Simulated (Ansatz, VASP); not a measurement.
**Al2Cu: VASP beside Ansatz**

```xyz
3
Lattice="4.1212 0.0000 0.0000 0.0000 4.1212 0.0000 0.0000 0.0000 2.8847" Properties=species:S:1:pos:R:3 pbc="T T T"
Al    2.0979    0.0242    1.4424
Al   -0.4880    1.9541    1.4424
Cu    0.1914    0.0350    0.0000
```

Change from the starting cell: mode 4 frozen in at -0.488 Å and mode 9 at -0.106 Å (largest displacements).

Alike in both runs: task single point; functional PBE; k mesh 10 × 10 × 14; occupations gaussian, width 0.15 eV; no spin polarisation.

|  | VASP | Ansatz |
| --- | --- | --- |
| version | VASP 6.6.1 | Ansatz 0.2.0 |
| potentials or method | VASP PAW PBE potentials, release 64 (Al, Cu), cutoff 520 eV | scalar-relativistic, plane waves, PAW |
| valence electrons in the cell | 17 | 25 |

|  | VASP | Ansatz | Ansatz less VASP |
| --- | --- | --- | --- |
| gap on the k mesh at the Fermi level (eV) | none | none | - |
| pressure (GPa) | 4.5 | 4.2 | -0.26 |
| traceless stress, the component that is largest in VASP (GPa) | -4.01 | -4.02 | -0.014 |
| rms of the force components (eV/Å) | 0.784 | 0.788 | +0.0041 |

Atom by atom the forces differ by 0.008 eV/Å (rms over components). A gap of «none» marks a metal or a gap that the smearing closes. VASP's potentials hold 17 valence electrons a cell and Ansatz's 25, so a difference there can come from the potentials and not from the codes.
